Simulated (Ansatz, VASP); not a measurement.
## Two plane-wave programs on W

File INCAR:

```
SYSTEM = W
PREC     = Accurate       ! precision mode
ENCUT    = 520            ! plane-wave cutoff, eV
EDIFF    = 1E-6           ! SCF threshold, eV
ISMEAR   = 0              ! smearing method
SIGMA    = 0.1            ! smearing width, eV
LREAL    = .FALSE.        ! projectors in reciprocal space
LASPH    = .TRUE.         ! aspherical terms in the spheres
NELM     = 100            ! most SCF steps
ALGO     = Fast           ! electronic algorithm
ISIF     = 2              ! what is computed and relaxed
LWAVE    = .FALSE.        ! write WAVECAR
LCHARG   = .FALSE.        ! write CHGCAR
GGA      = PE             ! functional
NBANDS   = 13             ! bands
```

KPOINTS

```
regular mesh
0
G
  18 18 18
  0 0 0
```

Contents of POSCAR:

```
W
1.0
   -1.6348205770      1.6348205770      1.6348205770
    1.6348205770     -1.6348205770      1.6348205770
    1.6348205770      1.6348205770     -1.6348205770
W
1
Direct
    0.0000000000      0.0000000000      0.0000000000
```

Input for Ansatz:

```yaml
crystal:
  lattice:
    - [-1.634820577, 1.634820577, 1.634820577]
    - [1.634820577, -1.634820577, 1.634820577]
    - [1.634820577, 1.634820577, -1.634820577]
  atoms:
    - { symbol: W, position: [0.0, 0.0, 0.0] }
basis:
  ecutwfc: 420
kpoints:
  mp_grid: { grid: [18, 18, 18] }
hamiltonian:
  xc: pbe
scf:
  occupations: { method: gaussian, width: 0.1 }
output:
  forces: true
  stress: true
  eigenvalues: true
```

Alike in both runs: task single point; functional PBE; k mesh 18 × 18 × 18; occupations gaussian, width 0.1 eV; no spin polarisation.

```csv
,VASP,Ansatz
version,VASP 6.6.1,Ansatz 0.2.0
potentials or method,"VASP PAW PBE potentials, release 64 (W_sv), cutoff 520 eV","scalar-relativistic, plane waves, PAW"
valence electrons in the cell,14,14
```

```csv
,VASP,Ansatz,Ansatz less VASP
gap on the k mesh at the Fermi level (eV),none,none,-
pressure (GPa),-20.1,-20.5,-0.33
```

A gap of «none» marks a metal or a gap that the smearing closes. The functional is the same, so the differences come from potentials, cutoffs and numerics.

Spin-orbit coupling is off throughout.
